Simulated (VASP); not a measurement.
# Cd (P6_3/mmc) in VASP: relaxation of cell and atoms with PBE

Aim: the relaxation of cell and atoms of Cd with PBE.

Program: VASP 6.6.1. These are calculated values, not measurements. Logs are shortened: lines on timing, memory, paths and dates and some standing lists are left out, and cuts for length are marked.

**1. The cell of the first run**

The structure is hexagonal, space group P6_3/mmc (No. 194). Conventional cell: a = 2.387 Å, b = 2.387 Å, c = 3.868 Å, α = 90.00°, β = 90.00°, γ = 120.00°. Cd (site symmetry -6m2) has 12 Cd at 2.37 to 2.39 Å within 3.1 Å.

**2. Relaxation of cell and atoms, PBE, target pressure 420 GPa, at which the enthalpy is minimised**

Contents of INCAR:

```
SYSTEM = Cd
PREC     = Accurate       ! precision mode
ENCUT    = 600            ! plane-wave cutoff, eV
EDIFF    = 1E-6           ! SCF threshold, eV
ISMEAR   = -1             ! smearing method
SIGMA    = 0.1            ! smearing width, eV
LREAL    = .False.        ! projectors in reciprocal space
LASPH    = .True.         ! aspherical terms in the spheres
NELM     = 80             ! most SCF steps
ALGO     = Normal         ! electronic algorithm
ISIF     = 3              ! what is computed and relaxed
LWAVE    = .False.        ! write WAVECAR
LCHARG   = .False.        ! write CHGCAR
GGA      = PE             ! functional
IBRION   = 2              ! ionic algorithm
NSW      = 60             ! ionic steps
EDIFFG   = -0.005         ! ionic threshold
PSTRESS  = 4200.0
```

Contents of KPOINTS:

```
regular mesh
0
Gamma
  18 18 10
  0 0 0
```

Contents of POSCAR:

```
Cd
1.0
    2.3874590936      0.0000000000      0.0000000000
   -1.1937295468      2.0676002256      0.0000000000
    0.0000000000      0.0000000000      3.8676837317
Cd
2
Direct
    0.3333333333      0.6666666667      0.2500000000
    0.6666666667      0.3333333333      0.7500000000
```

Potentials or basis: VASP PAW PBE potentials, release 64 (Cd).

On the command line:

```bash
$ cat potpaw_PBE.64/Cd/POTCAR > POTCAR
$ mpirun -np 1 vasp_std > vasp.out
```

OUTCAR:

```text
SYSTEM = Cd
   PREC = Accurate
   ENCUT = 600
   EDIFF = 1E-6
   ISMEAR = -1
   LREAL = .False.
   LASPH = .True.
   NELM = 80
   ISIF = 3
   GGA = PE
   IBRION = 2
   NSW = 60
   EDIFFG = -0.005
   PSTRESS = 4200.0

 ion  position               nearest neighbor table
   1  0.333  0.667  0.250-   2 2.37   2 2.37   2 2.37   2 2.37   2 2.37   2 2.37   2 3.37   2 3.37
                             2 3.37   2 3.37   2 3.37   2 3.37
   2  0.667  0.333  0.750-   1 2.37   1 2.37   1 2.37   1 2.37   1 2.37   1 2.37   1 3.37   1 3.37
                             1 3.37   1 3.37   1 3.37   1 3.37

  LATTYP: Found a hexagonal cell.
 ALAT       =     2.3874590936
 C/A-ratio  =     1.6200000000

  Lattice vectors:

 A1 = (   2.3874590936,   0.0000000000,   0.0000000000)
 A2 = (  -1.1937295468,   2.0676002256,   0.0000000000)
 A3 = (   0.0000000000,   0.0000000000,   3.8676837317)

Analysis of symmetry for initial positions (statically):
=====================================================================
 Subroutine PRICEL returns:
 Original cell was already a primitive cell.

 Routine SETGRP: Setting up the symmetry group for a
 hexagonal supercell.

 Subroutine GETGRP returns: Found 24 space group operations
 (whereof 12 operations were pure point group operations)
 out of a pool of 24 trial point group operations.

The static configuration has the point symmetry D_3d.
 The point group associated with its full space group is D_6h.

Analysis of symmetry for dynamics (positions and initial velocities):
=====================================================================
 Subroutine PRICEL returns:
 Original cell was already a primitive cell.

 Routine SETGRP: Setting up the symmetry group for a
 hexagonal supercell.

 Subroutine GETGRP returns: Found 24 space group operations
 (whereof 12 operations were pure point group operations)
 out of a pool of 24 trial point group operations.

The dynamic configuration has the point symmetry D_3d.
 The point group associated with its full space group is D_6h.

 Subroutine INISYM returns: Found 24 space group operations
 (whereof 12 operations are pure point group operations),
 and found     1 'primitive' translations

----------------------------------------------------------------------------------------

[... 92 lines left out ...]
   EDIFF  = 0.1E-05   stopping-criterion for ELM
   LREAL  =      F    real-space projection
   EDIFFG = -.5E-02   stopping-criterion for IOM
   NSW    =     60    number of steps for IOM
   IBRION =      2    ionic relax: 0-MD 1-quasi-New 2-CG
   NFREE  =      1    steps in history (QN), initial steepest desc. (CG)
   ISIF   =      3    stress and relaxation
   ISYM   =      2    0-nonsym 1-usesym 2-fastsym
   POTIM  = 0.5000    time-step for ionic-motion
   TEBEG  =    0.0;   TEEND  =   0.0 temperature during run
   PSTRESS= 4200.0 pullay stress
   NELECT =      24.0000    total number of electrons
   NUPDOWN=      -1.0000    fix difference up-down
   EMIN   =  10.00;   EMAX   =-10.00  energy-range for DOS
   EFERMI =   0.00;   METHOD = LEGACY
   ISMEAR =    -1;   SIGMA  =   0.10  broadening in eV -4-tet -1-fermi 0-gaus
   EFERMI_NEDOS =   21; number of points for ismear=-14 and -15
   IALGO  =     38    algorithm
   IMIX   =      4    mixing-type and parameters
     AMIX     =   0.40;   BMIX     =  1.00
     AMIX_MAG =   1.60;   BMIX_MAG =  1.00
  volume/ion in A,a.u.               =       9.55        64.42
  Fermi-wavevector in a.u.,A,eV,Ry     =   1.766827  3.338819 42.473015  3.121679
  Thomas-Fermi vector in A             =   2.834333
   LORBIT       =      0    0 simple, 1 ext, 2 COOP (PROOUT), +10 PAW based schemes
   GGA     = PE    functional components
   LHFCALC =     F    Hartree Fock is set to
   AEXX    =    0.0000 exact exchange contribution
   IVDW    =     0    specifies the selected vdW correction
   LEPSILON=     F    determine dielectric tensor
   LRPA    =     F    only Hartree local field effects (RPA)
 conjugate gradient relaxation of ions
 non-spin polarized calculation
  energy-cutoff  :      600.00
  volume of cell :       19.09
 maximum number of plane-waves:       660
 NGX is ok and might be reduce to    20
   NGX =  9   NGY =  9   NGZ = 15

--------------------------------------- Ionic step        1  -------------------------------------------

 number of electron      23.9999997 magnetization

 Free energy of the ion-electron system (eV)
  ---------------------------------------------------
  ext. energy  EPLUGINS =         0.00000000
  ---------------------------------------------------
  free energy    TOTEN  =        13.01424861 eV

  energy without entropy =       13.02135356  energy(sigma->0) =       13.01780109

------------------------ aborting loop because EDIFF is reached ----------------------------------------

  FORCE on cell =-STRESS in cart. coord.  units (eV):
  Direction    XX          YY          ZZ          XY          YZ          ZX
  --------------------------------------------------------------------------------------
  -------------------------------------------------------------------------------------
  Total       52.9845965     52.9845965     52.3950709      0.0000000      0.0000000      0.0000000
  in kB     4446.3817827   4446.3817829   4396.9097416      0.0000000      0.0000000      0.0000000
  external PRESSURE =     229.8911024 kB  Pullay stress =    4200.0000000 kB
[... 177 lines left out ...]
--------------------------------------- Ionic step        6  -------------------------------------------

 number of electron      23.9999995 magnetization

 Free energy of the ion-electron system (eV)
  ---------------------------------------------------
  ext. energy  EPLUGINS =         0.00000000
  ---------------------------------------------------
  free energy    TOTEN  =        12.31163340 eV

  energy without entropy =       12.31798755  energy(sigma->0) =       12.31481048

 E-fermi :  14.5671     XC(G=0): -16.0228

 val. band max:       14.4953676208   @ k =   0.3333   0.3333   0.4000
 cond. band min:      14.5757150406   @ k =   0.3333   0.0556   0.0000
 fundamental gap:      0.0803474198
 Fermi energy:        14.5670525779

 k-point     1 :       0.0000    0.0000    0.0000
  band No.  band energies     occupation
      1      -5.0978      2.00000
      2      -4.4754      2.00000
      3      -1.4259      2.00000
      4      -1.3635      2.00000
      5      -1.3635      2.00000
      6      -0.7997      2.00000
[... 433 lines left out ...]
      3      -3.2863      2.00000
      4      -1.7048      2.00000
      5      -0.7731      2.00000
      6      -0.3609      2.00000
[... 8 lines left out ...]
     15      20.3980      0.00000
     16      23.0643      0.00000

 [... further k-points ...]
[... 5 lines left out ...]
  --------------------------------------------------------------------------------------
  -------------------------------------------------------------------------------------
  Total       50.7329062     50.7329062     50.7373414      0.0000000     -0.0000000      0.0000000
  in kB     4200.0957869   4200.0957874   4200.4629681      0.0000000     -0.0000000      0.0000000
  external PRESSURE =       0.2181808 kB  Pullay stress =    4200.0000000 kB
[... 21 lines left out ...]
  energy  without entropy=       12.3179875526  energy(sigma->0) =       12.31481048

  enthalpy is  TOTEN    =        63.0433825970 eV   P V=       50.7317491983

 reached required accuracy - stopping structural energy minimisation
```

CONTCAR:

```text
Cd
   1.00000000000000
     2.4026764593619863    0.0000000000000000    0.0000000000000000
    -1.2013382296809931    2.0807788509943381    0.0000000000000000
    -0.0000000000000000    0.0000000000000000    3.8709709344849856
  Cd
     2
Direct
     0.3333333332999970    0.6666666667000030    0.2500000000000000
     0.6666666667000030    0.3333333332999970    0.7500000000000000

  0.00000000E+00  0.00000000E+00  0.00000000E+00
  0.00000000E+00  0.00000000E+00  0.00000000E+00
```

It took 6 min on 1 thread of Oxide Virtual Turin-like, shared host; peak memory 0.16 GiB.

Results:

```yaml
Free_energy: 12.3116 eV
Relaxed_volume: 9.68 Å³/atom
Relaxed_cell: a = 2.403 Å, b = 2.403 Å, c = 3.871 Å, α = 90.00°, β = 90.00°, γ = 120.00°
Space_group_after_relaxing_to_0.1_Å: P6_3/mmc (No. 194)
Energy_change_on_relaxing_the_run_minimises_the_enthalpy: -351.3 meV/atom
Ionic_steps: 6
Pressure_after_relaxing: 420.0 GPa
Band_gap_on_the_k_mesh: zero (bands 12 and 13 overlap by 3.38 eV)
```

Step by step:
```
step  energy change (eV)  largest force (eV/Å)  pressure (GPa)  volume (Å³)
   1              0.0000                0.0000          442.99        19.09
   2             -7.6929                0.0000          202.69        23.13
   3             -0.7910                0.0000          417.19        19.39
   4             -0.7107                0.0000          419.81        19.36
   5             -0.6934                0.0000          420.28        19.35
   6             -0.7026                0.0000          420.02        19.35
```

Final structure:
```
Cd
1.0
     2.40268    0.00000    0.00000
    -1.20134    2.08078    0.00000
     0.00000    0.00000    3.87097
Cd
2
Cartesian
  0.0000 1.3872 0.9677
  1.2013 0.6936 2.9032
```

Caveat: the cell is relaxed towards a set pressure, so the run minimises the enthalpy, not the energy.

The gap in the log of VASP goes by the Fermi energy; the results here count the filled bands.